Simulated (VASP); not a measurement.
The system is Fe.

```
Fe
1.0
    -1.44300    1.44300    1.44300
     1.44300   -1.44300    1.44300
     1.44300    1.44300   -1.44300
Fe
1
Direct
  0.00000 0.00000 0.00000
```

```yaml
Program: VASP 6.6.1
Task: relaxation of cell and atoms
Functional: PBE
Dispersion: D4
Potentials_or_basis: VASP PAW PBE potentials, release 64 (Fe)
Cutoff: 600 eV
k_mesh: 13 × 13 × 13
Occupations: fermi-dirac, width 0.05 eV
Spin: collinear spin, ferromagnetic start
Starting_moments: "[3.0] μB"
```

At the start: pressure -13.5 GPa; volume 12.02 Å³/atom.

Question: How do energy, volume and symmetry change on relaxing?

Answer: Over 3 steps the energy falls by 48.1 meV/atom and the volume is 11.03 Å³/atom (-8.3 %); space group Im-3m (No. 229, to 0.05 Å); moment 2.10 μB per cell.

The path:
| step | energy change (eV) | largest force (eV/Å) | pressure (GPa) | volume (Å³) |
| --- | --- | --- | --- | --- |
| 1 | 0.0000 | 0.0000 | -13.48 | 12.02 |
| 2 | -0.0160 | 0.0000 | 16.01 | 10.34 |
| 3 | -0.0481 | 0.0000 | 0.05 | 11.03 |

Final structure:
```cif
data_structure
_symmetry_space_group_name_H-M 'P 1'
_symmetry_Int_Tables_number 1
_cell_length_a 2.4285
_cell_length_b 2.4285
_cell_length_c 2.4285
_cell_angle_alpha 109.471
_cell_angle_beta 109.471
_cell_angle_gamma 109.471
_cell_volume 11.03
loop_
_atom_site_label
_atom_site_type_symbol
_atom_site_fract_x
_atom_site_fract_y
_atom_site_fract_z
_atom_site_occupancy
Fe1 Fe 0.00000 0.00000 0.00000 1
```

Caveat: pairwise dispersion overbinds metals, which lowers pressure and volume.
